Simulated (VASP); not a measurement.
# Mo6C in VASP: a series of runs, part 2 of 2

VASP 6.6.1.

## (3) Single point, PBE

Input file INCAR:

```
SYSTEM = Mo6C
PREC = Accurate ; ENCUT = 520
EDIFF = 1E-6 ; ISMEAR = 0
SIGMA = 0.1 ; LREAL = .False.
LASPH = .True. ; NELM = 60
ALGO = Normal ; ISIF = 2
LWAVE = .False. ; LCHARG = .False.
LDIPOL = .True. ; IDIPOL = 3
DIPOL = 0.5 0.5 0.340 ; GGA = PE
NBANDS = 53
```

Input file KPOINTS:

```
Automatic mesh
0
Gamma
  6 6 1
  0 0 0
```

Input file POSCAR:

```
Mo6C
1.0
    4.4695765307      0.0000000000      0.0000000000
   -2.2347882654      3.8707668198      0.0000000000
    0.0000000000      0.0000000000     19.7595667302
Mo C
6 1
Direct
    0.6666666667      0.3333333333      0.2024335885
    0.3333333333      0.6666666667      0.2486060831
    0.0000000000      0.0000000000      0.2947785778
    0.6666666667      0.3333333333      0.3368821123
    0.3333333333      0.6666666667      0.3779725567
    0.0000000000      0.0000000000      0.4180034331
    0.0000000000      0.8888888889      0.5033092477
```

Potentials or basis: VASP PAW PBE potentials, release 64 (Mo_sv, C).

Started as:

```console
$ cat potpaw_PBE.64/Mo_sv/POTCAR potpaw_PBE.64/C/POTCAR > POTCAR
$ mpirun -np 1 vasp_std > vasp.out
```

OUTCAR:

```text
SYSTEM = Mo6C
   PREC = Accurate
   ENCUT = 520
   EDIFF = 1E-6
   ISMEAR = 0
   LREAL = .False.
   LASPH = .True.
   NELM = 60
   ISIF = 2
   GGA = PE

 ion  position               nearest neighbor table
   1  0.667  0.333  0.202-   4 2.66   2 2.74   2 2.74   2 2.74   3 3.16   3 3.16   3 3.16
   2  0.333  0.667  0.249-   5 2.56   1 2.74   1 2.74   3 2.74   1 2.74   3 2.74   3 2.74   4 3.11
                             4 3.11   4 3.11
   3  0.000  0.000  0.295-   6 2.43   4 2.71   4 2.71   4 2.71   2 2.74   2 2.74   2 2.74   5 3.06
                             5 3.06   5 3.06   1 3.16   1 3.16   1 3.16
   4  0.667  0.333  0.337-   1 2.66   5 2.71   5 2.71   5 2.71   3 2.71   3 2.71   3 2.71   6 3.04
                             6 3.04   6 3.04   2 3.11   2 3.11   2 3.11
   5  0.333  0.667  0.378-   2 2.56   6 2.70   6 2.70   6 2.70   4 2.71   4 2.71   4 2.71   3 3.06
                             3 3.06   3 3.06
   6  0.000  0.000  0.418-   7 1.76   3 2.43   5 2.70   5 2.70   5 2.70   4 3.04   4 3.04   4 3.04

   7  0.000  0.889  0.503-   6 1.76

  LATTYP: Found a hexagonal cell.
 ALAT       =     4.4695765307
 C/A-ratio  =     4.4209035452

  Lattice vectors:

 A1 = (   4.4695765307,   0.0000000000,   0.0000000000)
 A2 = (  -2.2347882654,   3.8707668198,   0.0000000000)
 A3 = (   0.0000000000,   0.0000000000,  19.7595667302)

Analysis of symmetry for initial positions (statically):
=====================================================================
 Subroutine PRICEL returns:
 Original cell was already a primitive cell.

 Routine SETGRP: Setting up the symmetry group for a
 hexagonal supercell.

 Subroutine GETGRP returns: Found  1 space group operations
 (whereof  1 operations were pure point group operations)
 out of a pool of 24 trial point group operations.

The static configuration has the point symmetry C_1 .

Analysis of symmetry for dynamics (positions and initial velocities):
=====================================================================
 Subroutine PRICEL returns:
 Original cell was already a primitive cell.

[... 144 lines left out ...]
 Gauss-broadening in eV      SIGMA  =   0.10
  energy-cutoff  :      520.00
  volume of cell :      341.85
 maximum number of plane-waves:      9223
 NGX is ok and might be reduce to    36
   NGX = 17   NGY = 17   NGZ = 73

 dipolmoment           0.000000      0.000000     -0.278847 electrons x Angstroem

 number of electron      88.0000007 magnetization

 dipolmoment           0.000000      0.000000      0.289129 electrons x Angstroem

 Free energy of the ion-electron system (eV)
  ---------------------------------------------------
  ext. energy  EPLUGINS =         0.00000000
  ---------------------------------------------------
  free energy    TOTEN  =       -64.19263758 eV

  energy without entropy =      -64.15143848  energy(sigma->0) =      -64.17203803

 E-fermi :  -0.0317     XC(G=0):  -5.1259

 val. band max:       -0.0357601122   @ k =  -0.3333   0.3333   0.0000
 cond. band min:      -0.0230335995   @ k =   0.1667   0.1667   0.0000
 fundamental gap:      0.0127265127
 Fermi energy:        -0.0316544368

 k-point     1 :       0.0000    0.0000    0.0000
  band No.  band energies     occupation
      1     -61.1879      2.00000
      2     -60.9565      2.00000
      3     -60.9233      2.00000
      4     -60.8502      2.00000
      5     -60.7553      2.00000
      6     -60.0789      2.00000
[... 1109 lines left out ...]
     52       1.4245      0.00000
     53       1.6712      0.00000

------------------------ aborting loop because EDIFF is reached ----------------------------------------

 vacuum level on the upper side and lower side of the slab       (xc-potential included)         1.467        -1.476

  FORCE on cell =-STRESS in cart. coord.  units (eV):
  Direction    XX          YY          ZZ          XY          YZ          ZX
  --------------------------------------------------------------------------------------
  -------------------------------------------------------------------------------------
  Total       -2.9205337     -2.3346796      0.5522305      0.1687466     -0.4895088      0.5387808
  in kB      -13.6877480    -10.9420089      2.5881545      0.7908697     -2.2941948      2.5251191
  external PRESSURE =      -7.3472008 kB  Pullay stress =       0.0000000 kB

 VOLUME and BASIS-vectors are now :
 -----------------------------------------------------------------------------
  energy-cutoff  :      520.00
  volume of cell :      341.85
      direct lattice vectors                 reciprocal lattice vectors
     4.469576531  0.000000000  0.000000000     0.223734842  0.129173371  0.000000000
    -2.234788265  3.870766820  0.000000000     0.000000000  0.258346743  0.000000000
     0.000000000  0.000000000 19.759566730     0.000000000  0.000000000  0.050608397

 POSITION                                       TOTAL-FORCE (eV/Angst)
 -----------------------------------------------------------------------------------
      2.23479      1.29026      4.00000        -0.039658      0.064189      2.200433
     -0.00000      2.58051      4.91235         0.059023     -0.079703     -0.360560
      0.00000      0.00000      5.82470        -0.028567     -0.034493     -3.142678
      2.23479      1.29026      6.65664        -0.116883      0.060930     -0.922229
     -0.00000      2.58051      7.46857        -0.166258      0.305564      0.671827
      0.00000      0.00000      8.25957         0.186049     -0.181342      1.472978
     -1.98648      3.44068      9.94517         0.106294     -0.135145      0.080229
 -----------------------------------------------------------------------------------
    total drift:                                0.000000      0.000005      0.000178

  FREE ENERGIE OF THE ION-ELECTRON SYSTEM (eV)
  ---------------------------------------------------
  free  energy   TOTEN  =       -64.1926375849 eV

  energy  without entropy=      -64.1514384836  energy(sigma->0) =      -64.17203803

 vacuum level on the upper side and lower side of the slab         6.580         3.555
```

stdout:

```text
POSCAR found type information on POSCAR MoC
 POSCAR found :  2 types and       7 ions
 scaLAPACK will be used
 LDA part: xc-table for (Slater+PW92), standard interpolation
 POSCAR, INCAR and KPOINTS ok, starting setup
 FFT: planning ... GRIDC
 FFT: planning ... GRID_SOFT
 FFT: planning ... GRID
 WAVECAR not read
 entering main loop
```

Wall time 15 min (1 thread of Intel Xeon 6975P-C, shared host); peak memory 0.63 GiB.

What came out:

```
Free energy            : -64.1926 eV
Largest force          : 3.143 eV/Å
Band gap on the k mesh : zero (band 44 reaches 0.05 eV, above the bottom of band 45 at -0.20 eV)
```

Forces on the atoms (eV/Å):
```
Mo  -0.040  0.064  2.200
Mo   0.059 -0.080 -0.361
Mo  -0.029 -0.034 -3.143
Mo  -0.117  0.061 -0.922
Mo  -0.166  0.306  0.672
Mo   0.186 -0.181  1.473
C    0.106 -0.135  0.080
```

Levels at points of the mesh, in eV from the Fermi level:
| k point | band 41 | band 42 | band 43 | band 44 | band 45 | band 46 | band 47 | band 48 |
| --- | --- | --- | --- | --- | --- | --- | --- | --- |
| (0.00, 0.00, 0.00) | -1.21 | -1.07 | -0.98 | -0.39 | -0.14 | 0.35 | 1.13 | 1.14 |
| (0.50, 0.00, 0.00) | -1.10 | -0.74 | -0.38 | 0.06 | 0.20 | 0.35 | 0.72 | 1.28 |
| (0.00, 0.50, 0.00) | -1.05 | -0.63 | -0.42 | 0.08 | 0.17 | 0.44 | 0.62 | 1.20 |
| (0.50, 0.50, 0.00) | -1.15 | -0.76 | -0.52 | 0.06 | 0.16 | 0.29 | 0.76 | 1.24 |

## (4) Single point, PBE

Input file INCAR:

```
SYSTEM = Mo6C
PREC = Accurate
ENCUT = 520
EDIFF = 1E-6
ISMEAR = 0
SIGMA = 0.1
LREAL = .False.
LASPH = .True.
NELM = 60
ALGO = Normal
ISIF = 2
LWAVE = .False.
LCHARG = .True.
LDIPOL = .True.
IDIPOL = 3
DIPOL = 0.5 0.5 0.335
GGA = PE
LELF = .True.
LVHAR = .True.
LVACPOTAV = .True.
NBANDS = 53
```

Input file KPOINTS:

```
regular mesh
0
Gamma
  6 6 1
  0 0 0
```

Changes to POSCAR since step 3:

```diff
@@ -14,2 +14,2 @@
     0.0000000000      0.0000000000      0.4180034331
-    0.0000000000      0.8888888889      0.5033092477
+    0.2222222222      0.6666666667      0.4679768901
```

Started as:

```console
$ cat potpaw_PBE.64/Mo_sv/POTCAR potpaw_PBE.64/C/POTCAR > POTCAR
$ mpirun -np 1 vasp_std > vasp.out
```

Wall time 14 min (1 thread of Intel Xeon 6975P-C, shared host); peak memory 0.63 GiB.

Results (log left out):

```yaml
Free_energy: -65.7838 eV
Largest_force: 2.276 eV/Å
Band_gap_on_the_k_mesh: zero (band 44 reaches 0.31 eV, above the bottom of band 45 at 0.14 eV)
```

Forces in eV/Å, atoms in the order of the input:
```
Mo   0.098  0.074  2.169
Mo  -0.136 -0.008 -1.929
Mo   0.336 -0.114 -1.316
Mo  -0.350 -0.133 -1.362
Mo   0.989 -0.137  0.221
Mo   0.663  0.005  2.177
C   -1.601  0.314  0.040
```

Levels at points of the mesh, in eV from the Fermi level:
| k point | band 40 | band 41 | band 42 | band 43 | band 44 | band 45 | band 46 | band 47 | band 48 | band 49 |
| --- | --- | --- | --- | --- | --- | --- | --- | --- | --- | --- |
| (0.00, 0.00, 0.00) | -1.26 | -1.17 | -1.15 | -0.78 | -0.31 | 0.17 | 0.96 | 1.23 | 1.28 | 1.35 |
| (0.50, 0.00, 0.00) | -1.21 | -0.82 | -0.69 | -0.36 | 0.04 | 0.11 | 0.49 | 0.79 | 1.41 | 1.62 |
| (0.00, 0.50, 0.00) | -1.20 | -0.89 | -0.59 | -0.53 | -0.11 | 0.13 | 0.56 | 0.67 | 1.39 | 1.64 |
| (0.50, 0.50, 0.00) | -1.19 | -0.98 | -0.77 | -0.43 | -0.19 | 0.09 | 0.44 | 0.57 | 1.36 | 1.58 |

## (5) Single point, PBE

Input file INCAR:

```
PREC = Accurate
ENCUT = 520
EDIFF = 1E-7
ISMEAR = 0
SIGMA = 0.1
LREAL = F
LASPH = T
NELM = 100
ALGO = Normal
ISIF = 2
LWAVE = F
LCHARG = F
LDIPOL = T
IDIPOL = 3
DIPOL = 0.5 0.5 0.331
GGA = PE
NBANDS = 53
```

Input file KPOINTS:

```
Automatic mesh
0
Gamma
  6 6 1
```

Changes to POSCAR since step 4:

```diff
@@ -14,2 +14,2 @@
     0.0000000000      0.0000000000      0.4180034331
-    0.2222222222      0.6666666667      0.4679768901
+    0.6666666667      0.2222222222      0.4353604031
```

Started as:

```console
$ cat potpaw_PBE.64/Mo_sv/POTCAR potpaw_PBE.64/C/POTCAR > POTCAR
$ mpirun -np 1 vasp_std > vasp.out
```

Wall time 17 min (1 thread of Intel Xeon 6975P-C, shared host); peak memory 0.63 GiB.

It converged, with:

```
Free energy            : -67.0580 eV
Largest force          : 1.878 eV/Å
Band gap on the k mesh : zero (band 44 reaches 0.74 eV, above the bottom of band 45 at 0.69 eV)
```

Forces in eV/Å, atoms in the order of the input:
```
Mo  -0.010  0.043  1.430
Mo  -0.119  0.110 -0.690
Mo   0.213 -0.226 -1.852
Mo  -0.181  0.485 -1.166
Mo   0.066 -0.185  1.385
Mo  -0.505  1.062  0.855
C    0.538 -1.289  0.039
```

Levels at points of the mesh, in eV from the Fermi level:
| k point | band 42 | band 43 | band 44 | band 45 | band 46 | band 47 |
| --- | --- | --- | --- | --- | --- | --- |
| (0.00, 0.00, 0.00) | -1.16 | -1.00 | -0.10 | 0.29 | 0.96 | 1.17 |
| (0.50, 0.00, 0.00) | -0.70 | -0.28 | -0.05 | 0.10 | 0.46 | 0.75 |
| (0.00, 0.50, 0.00) | -0.69 | -0.57 | -0.08 | -0.01 | 0.10 | 0.79 |
| (0.50, 0.50, 0.00) | -0.76 | -0.12 | -0.06 | 0.30 | 0.34 | 0.72 |
